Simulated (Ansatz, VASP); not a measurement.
**AlGa3N2: VASP beside Ansatz**

```
CELL_PARAMETERS angstrom
1.49055 0.86057 10.17482
-1.49055 0.86057 10.17482
0.00000 -1.72114 10.17482
ATOMIC_POSITIONS crystal
Al 0.50000 0.50000 0.50000
Ga 0.75334 0.75334 0.75334
Ga 0.24666 0.24666 0.24666
Ga 0.00000 0.00000 0.00000
N 0.87040 0.87040 0.87040
N 0.12960 0.12960 0.12960
```

Alike in both runs: functional PBE; k mesh 6 × 6 × 6; occupations gaussian, width 0.1 eV; no spin polarisation.

Ansatz relaxed the structure, and its values are those at the end. VASP's run is a single point on that final structure, the one shown.

|  | VASP | Ansatz |
| --- | --- | --- |
| version | VASP 6.6.1 | Ansatz 0.2.0 |
| potentials or method | VASP PAW PBE potentials, release 64 (Al, Ga_d, N), cutoff 520 eV | scalar-relativistic, plane waves, PAW |
| valence electrons in the cell | 52 | 52 |

```tsv
	VASP	Ansatz	Ansatz less VASP
gap on the k mesh at the Fermi level (eV)	none	none	-
pressure (GPa)	0.1	0.0	-0.16
rms of the force components (eV/Å)	0.030	0.011	-0.0194
```

A gap of «none» marks a metal or a gap that the smearing closes.

The k mesh is coarse, so the values compare programs but aren't converged.
